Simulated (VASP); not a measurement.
Here is a VASP 6.6.1 calculation.

INCAR

```
SYSTEM = Si
ALGO = Normal ; EDIFF = 1E-7
ENCUT = 520 ; ISIF = 2
ISMEAR = 0 ; LASPH = .True.
LCHARG = .True. ; LELF = .True.
LREAL = Auto ; LVHAR = .True.
LWAVE = .False. ; NBANDS = 163
NELM = 100 ; PREC = Accurate
SIGMA = 0.05
```

File KPOINTS:

```
k-points
0
Gamma
  1 1 1
  0 0 0
```

POSCAR

```
Si
1.0
   10.8600000000      0.0000000000      0.0000000000
    0.0000000000     10.8600000000      0.0000000000
    0.0000000000      0.0000000000     10.8600000000
Si
63
Direct
    0.4925934622      0.0039026703     -0.0075582873
    0.6243380295      0.1253752302      0.1235048803
    0.7496978821      0.2521196133      0.0006302947
    0.8762337937      0.3737576427      0.1282578269
    0.7526835175      0.0003260589      0.2530600368
    0.8852604052      0.1210081031      0.3849569061
   -0.0014913444     -0.0001600368      0.0006758748
    0.1249515654      0.1247047882      0.1248080110
    0.2500683241      0.2507725599      0.0003349908
    0.3763748619      0.3763643646      0.1250827808
    0.4985774401      0.5032143646     -0.0013362799
    0.6247011971      0.6251641805      0.1245487109
    0.7468333333      0.7511592081     -0.0012118785
    0.8735754144      0.8735432781      0.1256443831
    0.2496041436      0.0000198895      0.2499993554
    0.3756320442      0.1251985267      0.3744223757
    0.5014112339      0.2510972376      0.2497944751
    0.6280750460      0.3736651934      0.3761419890
    0.7499789134      0.4996794659      0.2502394107
    0.8761895028      0.6217234807      0.3759886740
    0.4995454880      0.0003457643      0.4994877532
    0.6250603131      0.1248624309      0.6249189687
    0.7542591160      0.2477350829      0.5022850829
    0.8843106814      0.3659793738      0.6288740331
    0.7497308471     -0.0001094843      0.7499086556
    0.8744241252      0.1246116943      0.8760561694
   -0.0007541436      0.4995695212      0.0014360037
    0.1255081952      0.6282334254      0.1214132597
    0.2460270718      0.7606369245     -0.0106512891
    0.3725970534      0.8775702578      0.1208575506
    0.0024541436      0.2476207182      0.2538741252
    0.1288430939      0.3679762431      0.3819293738
    0.2501118785      0.4994380295      0.2508499079
    0.3768508287      0.6247583794      0.3738918969
    0.4986158379      0.7512276243      0.2465483425
    0.6242465009      0.8744183241      0.3734346225
    0.0172267035     -0.0042228361      0.5179223757
    0.1828601289      0.0588684162      0.6883588398
    0.2518721915      0.2358337017      0.5139282689
    0.3753872928      0.3750876611      0.6248214549
    0.5013793738      0.4996687845      0.4992034991
    0.6235197053      0.6268797422      0.6244954880
    0.7493210866      0.7492170350      0.4977349908
    0.8740435543      0.8734421731      0.6251585635
    0.3601939227      0.1269988029      0.8603303867
    0.4997216390      0.2502974217      0.7497117864
    0.6243113260      0.3763734807      0.8754470534
    0.7520296501      0.4978029466      0.7500266114
    0.8739327808      0.6240633517      0.8768257827
   -0.0011740331      0.7484704420      0.2495872928
    0.1248850829      0.8738813076      0.3745646409
    0.0022768877      0.4960613260      0.5021482505
    0.1248866483      0.6249023020      0.6249824125
    0.2497553407      0.7495821363      0.4989089319
    0.3587281768      0.8907956722      0.6223053407
    0.0164190608      0.2328372007      0.7530495396
    0.1251774401      0.3747306630      0.8754987109
    0.2496931860      0.4999771639      0.7498395948
    0.3726681400      0.6291770718      0.8723432781
    0.4916293738      0.7585873849      0.7459354512
    0.6210335175      0.8771992634      0.8727155617
   -0.0017212707      0.7488996317      0.7498616022
    0.1202151934      0.8926839779      0.8567872928
```

Potentials or basis: VASP PAW LDA potentials, release 64 (Si).

Command:

```bash
$ cat potpaw_LDA.64/Si/POTCAR > POTCAR
$ mpirun -np 1 vasp_gam > vasp.out
```

(1) Estimate the pressure.

(2) Predict the largest force.

## Answers

(1) -2.4 GPa.

(2) 0.027 eV/Å.

Caveat: the k points lie up to 0.58 Å⁻¹ apart.
